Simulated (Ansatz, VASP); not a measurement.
Two plane-wave programs on AlB3P4

```xyz
8
Lattice="-2.3984 2.3984 4.7704 2.3984 -2.3984 4.7704 2.3984 2.3984 -4.7704" Properties=species:S:1:pos:R:3 pbc="T T T"
B     0.0000    2.3984    2.3852
B     0.0000    0.0000    4.7704
B     2.3984    0.0000    2.3852
P     1.0721   -1.0721    3.4902
P     1.0721    1.0721    6.0505
P    -1.0721    1.0721    3.4902
P     1.3263    1.3263    1.2801
Al    0.0000    0.0000    0.0000
```

Alike in both runs: task single point; functional PBE; k mesh 8 × 8 × 8; occupations fermi-dirac, width 0.02 eV; no spin polarisation.

```csv
,VASP,Ansatz
version,VASP 6.6.1,Ansatz 0.2.0
potentials or method,"VASP PAW PBE potentials, release 64 (B, P, Al)","plane waves, PAW"
plane-wave cutoff (eV),520,420
valence electrons in the cell,32,32
```

```tsv
	VASP	Ansatz	Ansatz less VASP
gap on the k mesh at the Fermi level (eV)	0.93	0.93	+0.003
pressure (GPa)	0.9	1.1	+0.18
rms of the force components (eV/Å)	0.061	0.062	+0.0009
```

With one functional, cell and mesh, what is left measures potentials, basis and numerics.
